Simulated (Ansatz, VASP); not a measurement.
WS2 in VASP and in Ansatz

```xyz
42
Lattice="6.2922 -5.4492 0.0000 -7.8652 -2.7246 0.0000 0.0000 0.0000 -12.7046" Properties=species:S:1:pos:R:3 pbc="T T T"
W    -3.1461   -3.6328   -9.5285
W     1.5730   -6.3574   -9.5285
W     0.0000   -3.6328   -9.5285
W    -1.5730   -0.9082   -9.5285
W     3.1461   -3.6328   -9.5285
W    -6.2922   -3.6328   -9.5285
W    -1.5730   -6.3574   -9.5285
W    -1.5730   -4.5410   -3.1762
W    -3.1461   -1.8164   -3.1762
W     1.5730   -4.5410   -3.1762
W     0.0000   -1.8164   -3.1762
W     4.7191   -4.5410   -3.1762
W    -4.7191   -4.5410   -3.1762
W     0.0000   -7.2656   -3.1762
S    -3.1461   -3.6328   -4.7439
S     1.5730   -6.3574   -4.7439
S     0.0000   -3.6328   -4.7439
S    -1.5730   -0.9082   -4.7439
S     3.1461   -3.6328   -4.7439
S    -6.2922   -3.6328   -4.7439
S    -1.5730   -6.3574   -4.7439
S    -1.5730   -4.5410  -11.0962
S    -3.1461   -1.8164  -11.0962
S     1.5730   -4.5410  -11.0962
S     0.0000   -1.8164  -11.0962
S     4.7191   -4.5410  -11.0962
S    -4.7191   -4.5410  -11.0962
S     0.0000   -7.2656  -11.0962
S    -3.1461   -3.6328   -1.6084
S     1.5730   -6.3574   -1.6084
S     0.0000   -3.6328   -1.6084
S    -1.5730   -0.9082   -1.6084
S     3.1461   -3.6328   -1.6084
S    -6.2922   -3.6328   -1.6084
S    -1.5730   -6.3574   -1.6084
S    -1.5730   -4.5410   -7.9607
S    -3.1461   -1.8164   -7.9607
S     1.5730   -4.5410   -7.9607
S     0.0000   -1.8164   -7.9607
S     4.7191   -4.5410   -7.9607
S    -4.7191   -4.5410   -7.9607
S     0.0000   -7.2656   -7.9607
```

Alike in both runs: task single point; functional PBEsol; k mesh 2 × 2 × 2; occupations gaussian, width 0.01 eV; no spin polarisation.

|  | VASP | Ansatz |
| --- | --- | --- |
| version | VASP 6.6.1 | Ansatz 0.2.0 |
| potentials or method | VASP PAW PBE potentials, release 64 (W_sv, S), cutoff 520 eV | scalar-relativistic, plane waves, PAW |
| valence electrons in the cell | 364 | 364 |

|  | VASP | Ansatz | Ansatz less VASP |
| --- | --- | --- | --- |
| gap on the k mesh at the Fermi level (eV) | 1.47 | 1.45 | -0.016 |
| least direct gap on the mesh (eV) | 1.47 | 1.45 | -0.016 |
| pressure (GPa) | 0.1 | 0.0 | -0.11 |
| rms of the force components (eV/Å) | 0.010 | 0.001 | -0.0093 |

VASP's potentials were made for PBE, not for PBEsol. Atom by atom the forces differ by 0.009 eV/Å (rms over components).

The k mesh is coarse, so the values compare programs but aren't converged. Spin-orbit coupling is off throughout.
